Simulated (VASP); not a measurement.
Ge, 2 atoms in the cell. It takes space group P6/mmm (No. 191, hexagonal). Conventional cell: a = 3.480 Å, b = 3.480 Å, c = 6.043 Å, α = 90.00°, β = 90.00°, γ = 120.00°. Within 3.5 Å of Ge (site symmetry 6mm) lie 8 Ge at 2.64 to 3.48 Å. 

* Program: VASP 6.6.1
* Task: relaxation of cell and atoms
* Functional: PBE
* Potentials or basis: VASP PAW PBE potentials, release 64 (Ge_d)
* Cutoff: 600 eV
* k mesh: 6 × 6 × 4
* Occupations: gaussian, width 0.1 eV
* Spin: no spin polarisation
* Dipole correction: no
* Further INCAR settings: ALGO = Normal; EDIFF = 1e-06; IBRION = 2; EDIFFG = -0.04; NSW = 90; ISIF = 3

Potentials or basis: VASP PAW PBE potentials, release 64 (Ge_d).

The run is started by

```bash
$ cat potpaw_PBE.64/Ge_d/POTCAR > POTCAR
$ mpirun -np 1 vasp_std > vasp.out
```

Hardware: 1 thread of AMD EPYC 9R45 96-Core Processor (Zen 5), with other jobs on the host.

**Question.** How long does it take, and how much memory?

**Answer.** It took 2.4 min on 1 thread of AMD EPYC 9R45 96-Core Processor (Zen 5), with other jobs on the host, peak memory 0.18 GiB. Counts: scf iterations 128, k points 21, ion steps 18.
